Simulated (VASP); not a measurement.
ScF3, 4 atoms in the cell. The structure is tetragonal, space group P4/mmm (No. 123). Conventional cell: a = 4.126 Å, b = 4.126 Å, c = 3.795 Å, α = 90.00°, β = 90.00°, γ = 90.00°. Within 2.5 Å of Sc (site symmetry 4/mmm) lie 6 F at 1.90 to 2.06 Å. Within 3.0 Å of F (site symmetry mmm) lie 2 Sc at 2.06 Å and 8 F at 2.80 to 2.92 Å. F (site symmetry 4/mmm) has 2 Sc at 1.90 Å within 2.5 Å.  This cell differs from its parent crystal: ratio of the length along z to the lengths across it x 0.92, volume and fractional coordinates fixed.

| Quantity | Value |
| --- | --- |
| Program | VASP 6.6.1 |
| Task | single point |
| Functional | r2SCAN |
| Potentials or basis | VASP PAW PBE potentials, release 64 (Sc_sv, F) |
| Cutoff | 520 eV |
| k mesh | 6 × 6 × 6 |
| Occupations | gaussian, width 0.05 eV |
| Spin | no spin polarisation |
| Dipole correction | no |
| Further INCAR settings | ALGO = Normal; EDIFF = 1e-06; NBANDS = 24 |

Potentials or basis: VASP PAW PBE potentials, release 64 (Sc_sv, F).

Launch:

```sh
$ cat potpaw_PBE.64/Sc_sv/POTCAR potpaw_PBE.64/F/POTCAR > POTCAR
$ cp INCAR.step1 INCAR
$ mpirun -np 1 vasp_std > vasp.out
$ cp INCAR.step2 INCAR
$ mpirun -np 1 vasp_std > vasp.out
```

Hardware: 1 thread of AMD EPYC 7R13 Processor (Zen 3), with other jobs on the host.

Problem. How long does it take, and how much memory?

Solution. It took 3.3 min on 1 thread of AMD EPYC 7R13 Processor (Zen 3) (shared host), peak memory 0.17 GiB. Counts: k points 40.
